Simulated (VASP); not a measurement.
Here is a VASP 6.6.1 calculation.

Contents of INCAR:

```
SYSTEM = BiTe
PREC = Accurate ; ENCUT = 520
EDIFF = 1E-7 ; ISMEAR = 0
SIGMA = 0.15 ; LREAL = .False.
LASPH = .True. ; NELM = 100
ALGO = Normal ; ISIF = 2
LWAVE = .False. ; LCHARG = .False.
GGA = PS ; NBANDS = 18
```

Contents of KPOINTS:

```
regular mesh
0
Gamma
  14 14 14
  0 0 0
```

The input POSCAR:

```
BiTe
1.0
    0.0000000000      3.2350000000      3.2350000000
    3.2350000000      0.0000000000      3.2350000000
    3.2350000000      3.2350000000      0.0000000000
Bi Te
1 1
Direct
   -0.0115919629      0.0115919629      0.0115919629
    0.5000000000      0.5000000000      0.5000000000
```

Potentials or basis: VASP PAW PBE potentials, release 64 (Bi_d, Te).

Launch:

```bash
$ cat potpaw_PBE.64/Bi_d/POTCAR potpaw_PBE.64/Te/POTCAR > POTCAR
$ mpirun -np 1 vasp_std > vasp.out
```

(1) What does it give for the largest force?

(2) Estimate the band gap on the k mesh.

Results:

(1) 0.173 eV/Å.

(2) zero (an odd number of electrons rules out a gap without spin polarisation).

Caveat: the cell differs from its parent crystal (all Bi atoms moved +0.075 Å, as atom 1 along Cartesian [1 0 0]); the PAW data sets were made with another functional, which shifts forces and pressure a little; spin-orbit coupling is left out, which moves the levels of the heavy elements.
